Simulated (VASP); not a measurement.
# PbSe (Fmm2) in VASP: single point with r2SCAN

Aim: the single point of PbSe with r2SCAN.

Everything below comes from runs of VASP 6.6.1. Logs are shortened: lines on timing, memory, paths and dates and some standing lists are left out, and cuts for length are marked.

## (1) The cell of the first run

Symmetry: Fmm2, No. 42, orthorhombic system. The conventional cell has a = 5.888 Å, b = 23.346 Å, c = 6.098 Å, α = 90.00°, β = 90.00°, γ = 90.00°. Within 3.8 Å of Pb (site symmetry m) lie 5 Se at 2.87 to 3.25 Å. Within 3.8 Å of Se (site symmetry m) lie 5 Pb at 2.87 to 3.25 Å.

## (2) Single point, r2SCAN (strained)

The input, POSCAR:

```
PbSe
1.0
    0.0000000000     11.6728171633      3.0488374166
    2.9437839961      0.0000000000      3.0488374166
    2.9437839961     11.6728171633      0.0000000000
Pb Se
2 2
Direct
    0.1642222632      0.7868438527      0.2131561473
    0.7868438527      0.1642222632      0.8357777368
    0.6853914507      0.3295434334      0.6704565666
    0.3295434334      0.6853914507      0.3146085493
```

The input, INCAR.step1:

```
PREC = Accurate
ENCUT = 520
ISMEAR = 0
SIGMA = 0.02
LREAL = False
LASPH = True
NELM = 80
NBANDS = 28
GGA = PE
ALGO = Normal
EDIFF = 1E-4
LWAVE = True
LCHARG = False
```

The input, INCAR.step2:

```
PREC = Accurate
ENCUT = 520
EDIFF = 1E-6
ISMEAR = 0
SIGMA = 0.02
LREAL = False
LASPH = True
NELM = 80
ALGO = Normal
ISIF = 2
LWAVE = False
LCHARG = False
METAGGA = R2SCAN
LMIXTAU = True
NBANDS = 28
ISTART = 1
```

The input, KPOINTS:

```
Automatic mesh
0
Gamma
  6 6 6
```

Potentials or basis: VASP PAW PBE potentials, release 64 (Pb_d, Se).

Launch:

```console
$ cat potpaw_PBE.64/Pb_d/POTCAR potpaw_PBE.64/Se/POTCAR > POTCAR
$ cp INCAR.step1 INCAR
$ mpirun -np 1 vasp_std > vasp.out
$ cp INCAR.step2 INCAR
$ mpirun -np 1 vasp_std > vasp.out
```

OUTCAR:

```text
PREC = Accurate
   ENCUT = 520
   EDIFF = 1E-6
   ISMEAR = 0
   LREAL = False
   LASPH = True
   NELM = 80
   ISIF = 2
   METAGGA = R2SCAN
   ISTART = 1

 ion  position               nearest neighbor table
   1  0.164  0.787  0.213-   3 2.87   3 2.96   3 2.96   4 3.12   3 3.25   2 4.11   2 4.11
   2  0.787  0.164  0.836-   4 2.87   4 2.96   4 2.96   3 3.12   4 3.25   1 4.11   1 4.11
   3  0.685  0.330  0.670-   1 2.87   1 2.96   1 2.96   2 3.12   1 3.25
   4  0.330  0.685  0.315-   2 2.87   2 2.96   2 2.96   1 3.12   2 3.25

  LATTYP: Found a face centered orthorhombic cell.
 ALAT       =     5.8875679922
 B/A-ratio  =     1.0356865248
 C/A-ratio  =     3.9652424155

  Lattice vectors:

 A1 = (   0.0000000000,  11.6728171633,   3.0488374166)
 A2 = (  -2.9437839961,  11.6728171633,   0.0000000000)
 A3 = (  -2.9437839961,   0.0000000000,   3.0488374166)

Analysis of symmetry for initial positions (statically):
=====================================================================
 Subroutine PRICEL returns:
 Original cell was already a primitive cell.

 Routine SETGRP: Setting up the symmetry group for a
 face centered orthorhombic supercell.

 Subroutine GETGRP returns: Found  4 space group operations
 (whereof  4 operations were pure point group operations)
 out of a pool of  8 trial point group operations.

The static configuration has the point symmetry C_2v.

Analysis of symmetry for dynamics (positions and initial velocities):
=====================================================================
 Subroutine PRICEL returns:
 Original cell was already a primitive cell.

 Routine SETGRP: Setting up the symmetry group for a
 face centered orthorhombic supercell.

 Subroutine GETGRP returns: Found  4 space group operations
 (whereof  4 operations were pure point group operations)
 out of a pool of  8 trial point group operations.

The dynamic configuration has the point symmetry C_2v.

 Subroutine INISYM returns: Found  4 space group operations
 (whereof  4 operations are pure point group operations),
 and found     1 'primitive' translations

----------------------------------------------------------------------------------------

                                     Primitive cell

  volume of cell :     209.5298

  direct lattice vectors                    reciprocal lattice vectors
     0.000000000 11.672817163  3.048837417    -0.169849419  0.042834561  0.163996938
     2.943783996  0.000000000  3.048837417     0.169849419 -0.042834561  0.163996938
     2.943783996 11.672817163  0.000000000     0.169849419  0.042834561 -0.163996938

  length of vectors
    12.064413377  4.238074304 12.038294096     0.239955455  0.239955455  0.239955455

  position of ions in fractional coordinates (direct lattice)
     0.164222263  0.786843853  0.213156147
     0.786843853  0.164222263  0.835777737
     0.685391451  0.329543433  0.670456567
     0.329543433  0.685391451  0.314608549

  ion indices of the primitive-cell ions
   primitive index   ion index
                 1           1
                 2           2
                 3           3
                 4           4

----------------------------------------------------------------------------------------

 KPOINTS: Automatic mesh

Automatic generation of k-mesh.
 Grid dimensions read from file:
 generate k-points for:    6    6    6

 Generating k-lattice:

  Cartesian coordinates                     Fractional coordinates (reciprocal lattice)
    -0.028308236  0.007139094  0.027332823     0.166666667  0.000000000  0.000000000
     0.028308236 -0.007139094  0.027332823     0.000000000  0.166666667  0.000000000
     0.028308236  0.007139094 -0.027332823     0.000000000  0.000000000  0.166666667

  Length of vectors
     0.039992576  0.039992576  0.039992576

  Shift w.r.t. Gamma in fractional coordinates (k-lattice)
     0.000000000  0.000000000  0.000000000

 Subroutine IBZKPT returns following result:
 ===========================================

 Found     46 irreducible k-points:

 Following reciprocal coordinates:
            Coordinates               Weight
  0.000000  0.000000  0.000000      1.000000
  0.166667  0.000000  0.000000      8.000000
  0.333333  0.000000 -0.000000      8.000000
  0.500000 -0.000000  0.000000      4.000000
  0.166667  0.166667  0.000000      2.000000
  0.333333  0.166667 -0.000000      8.000000
[... 16 lines left out ...]
 -0.166667  0.166667  0.166667      8.000000
  0.500000  0.333333  0.166667      4.000000
 [... further k-points ...]
   k-points           NKPTS =     46   k-points in BZ     NKDIM =     46   number of bands    NBANDS=     28
   number of dos      NEDOS =    301   number of ions     NIONS =      4
   total plane-waves  NPLWV = 259200
   dimension x,y,z NGX =    90 NGY =   32 NGZ =   90
   dimension x,y,z NGXF=   180 NGYF=   64 NGZF=  180
   ions per type =               2   2
   NGX,Y,Z   is equivalent  to a cutoff of  12.40, 12.55, 12.43 a.u.
   NGXF,Y,Z  is equivalent  to a cutoff of  24.80, 25.11, 24.86 a.u.
 SYSTEM =  unknown system
   PREC   = accura    normal or accurate (medium, high low for compatibility)
   ISTART =      1    job   : 0-new  1-cont  2-samecut
   ICHARG =      0    charge: 1-file 2-atom 10-const
   ISPIN  =      1    spin polarized calculation?
   LNONCOLLINEAR =      F non collinear calculations
   LSORBIT =      F    spin-orbit coupling
   LASPH  =      T    aspherical Exc in radial PAW
   ENCUT  =  520.0 eV  38.22 Ry    6.18 a.u.  22.43  7.88 22.38*2*pi/ulx,y,z
   NELM   =     80;   NELMIN=  2; NELMDL=  0     # of ELM steps
   EDIFF  = 0.1E-05   stopping-criterion for ELM
   LREAL  =      F    real-space projection
   EDIFFG = 0.1E-04   stopping-criterion for IOM
   NSW    =      0    number of steps for IOM
   IBRION =     -1    ionic relax: 0-MD 1-quasi-New 2-CG
   NFREE  =      0    steps in history (QN), initial steepest desc. (CG)
   ISIF   =      2    stress and relaxation
   ISYM   =      2    0-nonsym 1-usesym 2-fastsym
   POTIM  = 0.5000    time-step for ionic-motion
   TEBEG  =    0.0;   TEEND  =   0.0 temperature during run
   PSTRESS=    0.0 pullay stress
   NELECT =      40.0000    total number of electrons
   NUPDOWN=      -1.0000    fix difference up-down
   EMIN   =  10.00;   EMAX   =-10.00  energy-range for DOS
   EFERMI =   0.00;   METHOD = LEGACY
   ISMEAR =     0;   SIGMA  =   0.02  broadening in eV -4-tet -1-fermi 0-gaus
   EFERMI_NEDOS =   21; number of points for ismear=-14 and -15
   IALGO  =     38    algorithm
   IMIX   =      4    mixing-type and parameters
     AMIX     =   0.40;   BMIX     =  1.00
     AMIX_MAG =   1.60;   BMIX_MAG =  1.00
  volume/ion in A,a.u.               =      52.38       353.49
  Fermi-wavevector in a.u.,A,eV,Ry     =   0.942641  1.781333 12.089750  0.888572
  Thomas-Fermi vector in A             =   2.070270
   LORBIT       =      0    0 simple, 1 ext, 2 COOP (PROOUT), +10 PAW based schemes
   METAGGA = R2SCAN    functional components
   LHFCALC =     F    Hartree Fock is set to
   AEXX    =    0.0000 exact exchange contribution
   IVDW    =     0    specifies the selected vdW correction
   LEPSILON=     F    determine dielectric tensor
   LRPA    =     F    only Hartree local field effects (RPA)
 non-spin polarized calculation
 Gauss-broadening in eV      SIGMA  =   0.02
  energy-cutoff  :      520.00
  volume of cell :      209.53
 maximum number of plane-waves:      5684
 NGX is ok and might be reduce to    90
   NGX = 45   NGY = 15   NGZ = 45

 number of electron      40.0000002 magnetization

 Free energy of the ion-electron system (eV)
  ---------------------------------------------------
  ext. energy  EPLUGINS =         0.00000000
  ---------------------------------------------------
  free energy    TOTEN  =      -143.10969551 eV

  energy without entropy =     -143.10969551  energy(sigma->0) =     -143.10969551

 E-fermi :   0.7711     XC(G=0):  -6.2087

 val. band max:        0.6544440099   @ k =  -0.3333  -0.0000   0.1667
 cond. band min:       2.0368222329   @ k =  -0.3333  -0.0000   0.1667
 fundamental gap:      1.3823782230
 Fermi energy:         0.7710978635

 k-point     1 :       0.0000    0.0000    0.0000
  band No.  band energies     occupation
      1     -16.8957      2.00000
      2     -16.8107      2.00000
      3     -16.7674      2.00000
      4     -16.7670      2.00000
      5     -16.7382      2.00000
      6     -16.7313      2.00000
[... 20 lines left out ...]
     27       6.1397      0.00000
     28       6.9354      0.00000

 k-point     2 :       0.1667    0.0000    0.0000
  band No.  band energies     occupation
      1     -16.8794      2.00000
      2     -16.8058      2.00000
      3     -16.7692      2.00000
      4     -16.7655      2.00000
      5     -16.7443      2.00000
      6     -16.7370      2.00000
[... 20 lines left out ...]
     27       5.5592      0.00000
     28       7.0145      0.00000

 k-point     3 :       0.3333    0.0000   -0.0000
  band No.  band energies     occupation
      1     -16.8438      2.00000
      2     -16.8018      2.00000
      3     -16.7715      2.00000
      4     -16.7631      2.00000
      5     -16.7580      2.00000
      6     -16.7513      2.00000
[... 20 lines left out ...]
     27       5.6041      0.00000
     28       7.4501      0.00000

 k-point     4 :       0.5000   -0.0000    0.0000
  band No.  band energies     occupation
      1     -16.8135      2.00000
      2     -16.8135      2.00000
      3     -16.7685      2.00000
      4     -16.7685      2.00000
      5     -16.7614      2.00000
      6     -16.7614      2.00000
[... 578 lines left out ...]
     27       6.7648      0.00000
     28       7.0430      0.00000

 k-point    23 :      -0.1667    0.1667    0.1667
  band No.  band energies     occupation
      1     -16.8383      2.00000
      2     -16.7971      2.00000
      3     -16.7769      2.00000
      4     -16.7743      2.00000
      5     -16.7570      2.00000
      6     -16.7497      2.00000
[... 20 lines left out ...]
     27       5.7984      0.00000
     28       7.2813      0.00000

 k-point    24 :       0.5000    0.3333    0.1667
  band No.  band energies     occupation
      1     -16.8504      2.00000
      2     -16.8270      2.00000
      3     -16.7820      2.00000
      4     -16.7795      2.00000
      5     -16.7685      2.00000
      6     -16.7611      2.00000
[... 20 lines left out ...]
     27       7.1817      0.00000
     28       7.7288      0.00000

 [... further k-points ...]
[... 5 lines left out ...]
  --------------------------------------------------------------------------------------
  -------------------------------------------------------------------------------------
  Total        4.5059591     -2.7932484      1.7035920      0.0000000      0.0000000      0.0000000
  in kB       34.4549755    -21.3586723     13.0265766      0.0000000      0.0000000      0.0000000
  external PRESSURE =       8.7076266 kB  Pullay stress =       0.0000000 kB

 VOLUME and BASIS-vectors are now :
 -----------------------------------------------------------------------------
  energy-cutoff  :      520.00
  volume of cell :      209.53
      direct lattice vectors                 reciprocal lattice vectors
     0.000000000 11.672817163  3.048837417    -0.169849419  0.042834561  0.163996938
     2.943783996  0.000000000  3.048837417     0.169849419 -0.042834561  0.163996938
     2.943783996 11.672817163  0.000000000     0.169849419  0.042834561 -0.163996938

 POSITION                                       TOTAL-FORCE (eV/Angst)
 -----------------------------------------------------------------------------------
      2.94378      4.40507      2.89965         0.000000      0.403020      0.149536
      2.94378     18.94057      2.89965         0.000000     -0.403020      0.149536
      2.94378     15.82657      3.09437         0.000000      0.476798     -0.149536
      2.94378      7.51907      3.09437         0.000000     -0.476798     -0.149536
 -----------------------------------------------------------------------------------
    total drift:                               -0.000003      0.000014      0.000438

  FREE ENERGIE OF THE ION-ELECTRON SYSTEM (eV)
  ---------------------------------------------------
  free  energy   TOTEN  =      -143.1096955072 eV

  energy  without entropy=     -143.1096955072  energy(sigma->0) =     -143.10969551
```

Wall time 37 min (1 thread of Oxide Virtual Turin-like, shared host); peak memory 0.73 GiB.

Results:

| Property | Result |
| --- | --- |
| Free energy | -143.1097 eV |
| Pressure | 0.9 GPa |
| Largest force | 0.500 eV/Å |
| Band gap on the k mesh | 1.38 eV |

Forces on the atoms (eV/Å):
```
Pb   0.000  0.403  0.150
Pb   0.000 -0.403  0.150
Se   0.000  0.477 -0.150
Se   0.000 -0.477 -0.150
```

Caveat: the cell differs from its parent crystal (strained); the stress differs along the axes, from -2 to 3 GPa; the PAW data sets were made with another functional, which shifts forces and pressure a little; spin-orbit coupling is left out, which moves the levels of the heavy elements.
